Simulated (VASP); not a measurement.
A run of VASP 6.6.1 is set up as follows.

INCAR

```
PREC = Accurate
ENCUT = 520
EDIFF = 1E-6
ISMEAR = 0
SIGMA = 0.1
LREAL = False
LASPH = True
NELM = 150
ALGO = Normal
ISIF = 2
LWAVE = False
LCHARG = False
ISPIN = 2
MAGMOM = 1 0 0
LORBIT = 11
LMAXMIX = 4
GGA = PE
NBANDS = 24
```

The input KPOINTS:

```
regular mesh
0
Gamma
  6 6 6
```

The input POSCAR:

```
MoS2
1.0
    1.5984763769      0.9228807665      6.6803378438
   -1.5984763769      0.9228807665      6.6803378438
    0.0000000000     -1.8457615329      6.6803378438
Mo S
1 2
Direct
    0.0000000000      0.0000000000      0.0000000000
    0.7453665761      0.7453665761      0.7453665761
    0.2546334239      0.2546334239      0.2546334239
```

Potentials or basis: VASP PAW PBE potentials, release 64 (Mo_sv, S).

Launch:

```sh
$ cat potpaw_PBE.64/Mo_sv/POTCAR potpaw_PBE.64/S/POTCAR > POTCAR
$ mpirun -np 1 vasp_std > vasp.out
```

Problem. Estimate the net moment.

Solution. 0.00 μB per cell.

Problem. Estimate the largest force.

Solution. 0.010 eV/Å.

Forces on the atoms (eV/Å):
```
Mo   0.000  0.000  0.000
S    0.000  0.000  0.010
S    0.000  0.000 -0.010
```

Caveat: the k points lie up to 0.38 Å⁻¹ apart, too coarse for converged energies and pressures of a metal.
